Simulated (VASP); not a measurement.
SiC: single point with r2SCAN

Crystal: SiC.

```
CELL_PARAMETERS angstrom
0.04901 2.17814 2.17814
2.22715 0.00000 2.22715
2.17814 2.17814 0.04901
ATOMIC_POSITIONS crystal
Si 0.00000 0.00000 0.00000
C 0.75000 0.75000 0.75000
```

This cell differs from its parent crystal: strain +0.0450 x Voigt [0, 0, 0, 0, 1, 0].

```
Program             : VASP 6.6.1
Task                : single point
Functional          : r2SCAN
Potentials or basis : VASP PAW PBE potentials, release 64 (Si, C)
Cutoff              : 520 eV
k mesh              : 10 × 10 × 10
Occupations         : gaussian, width 0.05 eV
Spin                : no spin polarisation
```

- Pressure: 0.4 GPa
- Largest force: 0.344 eV/Å
- Band gap on the k mesh: 1.50 eV, indirect (least direct gap 4.61 eV)

Forces in eV/Å, atoms in the order of the input:
```
Si   0.000 -0.344  0.000
C    0.000  0.344  0.000
```

Stress tensor (GPa, compression positive):
```
  0.59   0.00 -12.87
  0.00   0.11   0.00
-12.87   0.00   0.59
```

Levels at points of the mesh, in eV from the valence-band top:
```tsv
k point	band 2	band 3	band 4	band 5	band 6	band 7
(0.00, 0.00, 0.00)	-0.27	-0.16	0.00	6.30	7.19	8.15
(0.50, 0.00, 0.00)	-8.92	-1.38	-1.37	5.51	7.19	7.68
(0.00, 0.50, 0.00)	-9.01	-1.14	-1.08	6.16	7.60	8.09
(0.50, 0.50, 0.00)	-8.19	-3.47	-3.47	1.59	4.69	14.70
(0.50, 0.00, 0.50)	-8.19	-3.83	-3.10	1.50	4.81	14.95
```

Run time: 37 s on 1 thread of Intel(R) Xeon(R) 6975P-C (Granite Rapids) (shared host), peak memory 0.16 GiB.

Caveat: the cell differs from its parent crystal (strain +0.0450 x Voigt [0, 0, 0, 0, 1, 0]); the PAW data sets were made with another functional, which shifts forces and pressure a little. A k mesh can miss the band edges.
